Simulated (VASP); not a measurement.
Set up this calculation in VASP 6.6.1, as the native input.

* Task: single point
* Functional: r2SCAN
* Potentials or basis: VASP PAW PBE potentials, release 64 (Rh_pv)
* Cutoff: 520 eV
* k mesh: 13 × 13 × 1
* Occupations: gaussian, width 0.1 eV
* Spin: no spin polarisation
* Dipole correction: yes
* Further INCAR settings: ALGO = Normal; EDIFF = 1e-06; NBANDS = 62

The system is Rh, a slab with vacuum.

```xyz
7
Lattice="2.6869 0.0000 0.0000 0.0000 2.6869 0.0000 0.0000 0.0000 26.3997" Properties=species:S:1:pos:R:3 pbc="T T T"
Rh    1.3435    1.3435    7.5000
Rh    0.0000    0.0000    9.4000
Rh    1.3435    1.3435   11.2999
Rh    0.0000    0.0000   13.1999
Rh    1.3435    1.3435   15.0998
Rh    0.0000    0.0000   16.9998
Rh    1.3435    1.3435   18.8997
```

These files were run (other wordings do the same):

POSCAR

```
Rh
1.0
    2.6869385152      0.0000000000      0.0000000000
    0.0000000000      2.6869385152      0.0000000000
    0.0000000000      0.0000000000     26.3997146685
Rh
7
Direct
    0.5000000000      0.5000000000      0.2840939796
    0.0000000000      0.0000000000      0.3560626531
    0.5000000000      0.5000000000      0.4280313265
    0.0000000000      0.0000000000      0.5000000000
    0.5000000000      0.5000000000      0.5719686735
    0.0000000000      0.0000000000      0.6439373469
    0.5000000000      0.5000000000      0.7159060204
```

INCAR.step1

```
PREC = Accurate ; ENCUT = 520
ISMEAR = 0 ; SIGMA = 0.1
LREAL = F ; LASPH = T
NELM = 100 ; LDIPOL = T
IDIPOL = 3 ; DIPOL = 0.5 0.5 0.500
NBANDS = 62 ; GGA = PE
ALGO = Normal ; EDIFF = 1E-4
LWAVE = T ; LCHARG = F
```

INCAR.step2

```
PREC = Accurate ; ENCUT = 520
EDIFF = 1E-6 ; ISMEAR = 0
SIGMA = 0.1 ; LREAL = F
LASPH = T ; NELM = 100
ALGO = Normal ; ISIF = 2
LWAVE = F ; LCHARG = F
LDIPOL = T ; IDIPOL = 3
DIPOL = 0.5 0.5 0.500 ; METAGGA = R2SCAN
LMIXTAU = T ; NBANDS = 62
ISTART = 1
```

KPOINTS

```
Automatic mesh
0
Gamma
  13 13 1
```

Potentials or basis: VASP PAW PBE potentials, release 64 (Rh_pv).

Command:

```bash
$ cat potpaw_PBE.64/Rh_pv/POTCAR > POTCAR
$ cp INCAR.step1 INCAR
$ mpirun -np 1 vasp_std > vasp.out
$ cp INCAR.step2 INCAR
$ mpirun -np 1 vasp_std > vasp.out
```

It gave:

The largest force is 0.541 eV/Å.

Caveat: the PAW data sets were made with another functional, which shifts forces and pressure a little.

Wall time 23 min on 1 thread of Intel(R) Xeon(R) Platinum 8488C (Sapphire Rapids), on a shared host, peak memory 0.43 GiB.
